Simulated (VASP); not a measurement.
Wanted: the native input for a VASP 6.6.1 run.

| Property | Result |
| --- | --- |
| Task | single point |
| Functional | LDA |
| Potentials or basis | VASP PAW LDA potentials, release 64 (S, Na_pv) |
| Cutoff | 500 eV |
| k mesh | 6 × 6 × 6 |
| Occupations | gaussian, width 0.01 eV |
| Spin | no spin polarisation |
| Dipole correction | no |
| Further INCAR settings | ALGO = Normal; EDIFF = 1e-06; NBANDS = 17 |

The structure of Na2S lies in POSCAR:

```
Na2S
1.0
    0.0000000000      3.2554324508      3.2554324508
    3.2554324508      0.0000000000      3.2554324508
    3.2554324508      3.2554324508      0.0000000000
S Na
1 2
Direct
    0.0000000000      0.0000000000      0.0000000000
    0.2500000000      0.2500000000      0.2500000000
    0.7500000000      0.7500000000      0.7500000000
```

These files were run (other wordings do the same):

INCAR

```
PREC     = Accurate       # precision mode
ENCUT    = 500            # plane-wave cutoff, eV
EDIFF    = 1E-6           # SCF threshold, eV
ISMEAR   = 0              # smearing method
SIGMA    = 0.01           # smearing width, eV
LREAL    = F              # projectors in reciprocal space
LASPH    = T              # aspherical terms in the spheres
NELM     = 120            # most SCF steps
ALGO     = Normal         # electronic algorithm
ISIF     = 2              # what is computed and relaxed
LWAVE    = F              # write WAVECAR
LCHARG   = F              # write CHGCAR
NBANDS   = 17             # bands
GGA_COMPAT= F
```

KPOINTS

```
regular mesh
0
Gamma
  6 6 6
```

Potentials or basis: VASP PAW LDA potentials, release 64 (S, Na_pv).

The run is started by

```sh
$ cat potpaw_LDA.64/S/POTCAR potpaw_LDA.64/Na_pv/POTCAR > POTCAR
$ mpirun -np 1 vasp_std > vasp.out
```

Results of the run:

```yaml
Pressure: -1.7 GPa
Band_gap_on_the_k_mesh: 2.30 eV, direct
```

Wall time 28 s on 1 thread of Intel Xeon 8259CL (shared host), peak memory 0.16 GiB.
